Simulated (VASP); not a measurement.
Ta2AlN3:

```xyz
6
Lattice="3.3533 0.0000 0.0000 -1.6767 2.9041 0.0000 0.0000 0.0000 8.2140" Properties=species:S:1:pos:R:3 pbc="T T T"
Ta    0.0000    0.0000    0.0000
Ta    1.6767    0.9680    2.7380
Al    0.0000    1.9361    5.4760
N     0.0000    1.9361    7.5295
N     1.6767    0.9680    4.7915
N     0.0000    0.0000    2.0535
```

* Program: VASP 6.6.1
* Task: relaxation of cell and atoms
* Functional: PBE
* Potentials or basis: VASP PAW PBE potentials, release 64 (Ta_pv, Al, N)
* Cutoff: 600 eV
* k mesh: 6 × 6 × 2
* Occupations: gaussian, width 0.1 eV
* Spin: no spin polarisation

At the start: pressure -6.5 GPa; volume 13.33 Å³/atom.

Question: How do energy, volume and symmetry change on relaxing?

Answer: Over 18 steps the energy falls by 132.4 meV/atom and the volume is 12.47 Å³/atom (-6.4 %); space group P3m1 (No. 156, to 0.05 Å).

Step by step:
```
step  energy change (eV)  largest force (eV/Å)  pressure (GPa)  volume (Å³)
   1              0.0000                2.2144           -6.47        79.99
   2             -0.4454                1.6373            8.54        73.91
   3             -0.4469                1.6973            7.69        74.18
   4             -0.6898                1.3044            2.43        74.81
   5             -0.6918                1.3849            1.99        74.86
   6             -0.7567                0.5951           -1.99        75.87
   7             -0.7568                0.6152           -1.84        75.83
   8             -0.7769                0.3616            0.01        75.13
   9             -0.7784                0.3207            0.67        74.89
  10             -0.7852                0.2474           -0.04        75.04
  11             -0.7872                0.2738           -0.66        75.17
  12             -0.7917                0.1439           -0.05        74.88
  13             -0.7919                0.1083            0.11        74.81
  14             -0.7931                0.0597            0.07        74.82
  15             -0.7937                0.0785            0.03        74.83
  16             -0.7943                0.0498           -0.04        74.86
  17             -0.7943                0.0429           -0.04        74.86
  18             -0.7945                0.0174            0.03        74.84
```

Final structure:
```
CELL_PARAMETERS angstrom
3.20025 0.00000 0.00000
-1.60013 2.77150 0.00000
0.00000 0.00000 8.43783
ATOMIC_POSITIONS crystal
Ta 0.00000 0.00000 0.00405
Ta 0.66667 0.33333 0.35346
Al 0.33333 0.66667 0.65910
N 0.33333 0.66667 0.89120
N 0.66667 0.33333 0.60411
N 0.00000 0.00000 0.23808
```

Caveat: the k points lie up to 0.38 Å⁻¹ apart in the final cell.
